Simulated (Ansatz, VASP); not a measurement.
**Two plane-wave programs on CdS**

```
Cd S
1.0
    -0.03732    2.93129    2.93129
     2.93129   -0.03732    2.93129
     2.93129    2.93129   -0.03732
Cd S
1 1
Direct
  0.99863 0.99863 0.99863
  0.25137 0.25137 0.25137
```

Change from the starting cell: epitaxial_111 strain +1.0%.

Alike in both runs: task single point; functional r2SCAN; k mesh 8 × 8 × 8; no spin polarisation.

|  | VASP | Ansatz |
| --- | --- | --- |
| version | VASP 6.6.1 | Ansatz 0.2.0 |
| potentials or method | VASP PAW PBE potentials, release 64 (Cd, S) | plane waves, PAW |
| plane-wave cutoff (eV) | 520 | 500 |
| occupations | gaussian, width 0.01 eV | fixed |
| valence electrons in the cell | 18 | 26 |

Ansatz gave:

* gap on the k mesh at the Fermi level (eV): 1.47
* pressure (GPa): -0.7
* traceless stress, the component that is largest in VASP (GPa): 0.33

What did VASP give for the same quantities?

gap on the k mesh at the Fermi level (eV): 1.46; pressure (GPa): -0.4; traceless stress, the component that is largest in VASP (GPa): 0.33.

VASP's potentials were made for PBE, not for r2SCAN. VASP's potentials hold 18 valence electrons a cell and Ansatz's 26, so a difference there can come from the potentials and not from the codes.
